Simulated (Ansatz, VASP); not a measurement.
## SiNi3 in VASP and in Ansatz

INCAR

```
ALGO = Fast
EDIFF = 1E-6
ENCUT = 520
GGA = PE
ISIF = 2
ISMEAR = 0
LASPH = True
LCHARG = False
LREAL = False
LWAVE = False
NBANDS = 25
NELM = 100
PREC = Accurate
SIGMA = 0.15
```

The input KPOINTS:

```
k-points
0
Gamma
  14 14 14
```

The input POSCAR:

```
SiNi3
1.0
    3.5062596291      0.0000000000      0.0657423680
    0.0000000000      3.5062596291      0.0000000000
    0.0657423680      0.0000000000      3.5062596291
Si Ni
1 3
Direct
    0.0000000000      0.0000000000      0.0000000000
    0.0000000000      0.5000000000      0.5000000000
    0.5000000000      0.0000000000      0.5000000000
    0.5000000000      0.5000000000      0.0000000000
```

Input for Ansatz:

```yaml
crystal:
  lattice:
    - [3.5062596291, 0.0, 0.065742368]
    - [0.0, 3.5062596291, 0.0]
    - [0.065742368, 0.0, 3.5062596291]
  atoms:
    - { symbol: Si, position: [0.0, 0.0, 0.0] }
    - { symbol: Ni, position: [0.0, 0.5, 0.5] }
    - { symbol: Ni, position: [0.5, 0.0, 0.5] }
    - { symbol: Ni, position: [0.5, 0.5, 0.0] }
basis:
  ecutwfc: 420
kpoints:
  mp_grid: { grid: [14, 14, 14] }
hamiltonian:
  xc: pbe
scf:
  occupations: { method: gaussian, width: 0.15 }
output:
  forces: true
  stress: true
  eigenvalues: true
  write_density: true
  write_potential: true
  elf: true
  volumetric_format: npy
```

Change from the starting cell: strain +0.0375 x Voigt [0, 0, 0, 0, 1, 0], atoms carried along.

Alike in both runs: task single point; functional PBE; k mesh 14 × 14 × 14; occupations gaussian, width 0.15 eV; no spin polarisation.

|  | VASP | Ansatz |
| --- | --- | --- |
| version | VASP 6.6.1 | Ansatz 0.2.0 |
| potentials or method | VASP PAW PBE potentials, release 64 (Si, Ni), cutoff 520 eV | scalar-relativistic, plane waves, PAW |
| valence electrons in the cell | 34 | 58 |

|  | VASP | Ansatz | Ansatz less VASP |
| --- | --- | --- | --- |
| gap on the k mesh at the Fermi level (eV) | none | none | - |
| pressure (GPa) | 0.2 | 0.4 | +0.19 |
| traceless stress, the component that is largest in VASP (GPa) | -4.89 | -4.92 | -0.022 |

A gap of «none» marks a metal or a gap that the smearing closes. VASP's potentials hold 34 valence electrons a cell and Ansatz's 58, so a difference there can come from the potentials and not from the codes.
